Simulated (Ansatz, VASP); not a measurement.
**Mo in VASP and in Ansatz**

Contents of INCAR:

```
  PREC = Accurate
  ENCUT = 520
  EDIFF = 1E-6
  ISMEAR = -1
  SIGMA = 0.1
  LREAL = F
  LASPH = T
  NELM = 60
  ALGO = Normal
  ISIF = 2
  LWAVE = F
  LCHARG = T
  GGA = PE
  LELF = T
  LVHAR = T
  NBANDS = 13
```

KPOINTS

```
Automatic mesh
0
Gamma
  13 13 13
```

POSCAR

```
Mo
1.0
   -1.5449355310      1.5449355310      1.5449355310
    1.5449355310     -1.5449355310      1.5449355310
    1.5449355310      1.5449355310     -1.5449355310
Mo
1
Direct
    0.0000000000      0.0000000000      0.0000000000
```

Input for Ansatz:

```yaml
crystal:
  lattice:
    - [-1.5449355310340016, 1.5449355310340016, 1.5449355310340016]
    - [1.5449355310340016, -1.5449355310340016, 1.5449355310340016]
    - [1.5449355310340016, 1.5449355310340016, -1.5449355310340016]
  atoms:
    - { symbol: Mo, position: [0.0, 0.0, 0.0] }
basis:
  ecutwfc: 500.0
kpoints:
  mp_grid:
    grid: [13, 13, 13]
hamiltonian:
  xc: pbe
scf:
  convergence:
    dr2_threshold: 1.0e-10
  occupations:
    method: fermi_dirac
    width: 0.1
output:
  stress: true
```

Alike in both runs: task single point; functional PBE; k mesh 13 × 13 × 13; occupations fermi-dirac, width 0.1 eV; no spin polarisation.

```csv
,VASP,Ansatz
version,VASP 6.6.1,Ansatz 0.2.0
potentials or method,"VASP PAW PBE potentials, release 64 (Mo_sv), cutoff 520 eV","plane waves, PAW"
valence electrons in the cell,14,14
```

|  | VASP | Ansatz | Ansatz less VASP |
| --- | --- | --- | --- |
| pressure (GPa) | 20.8 | 20.1 | -0.70 |

With one functional, cell and mesh, what is left measures potentials, basis and numerics.
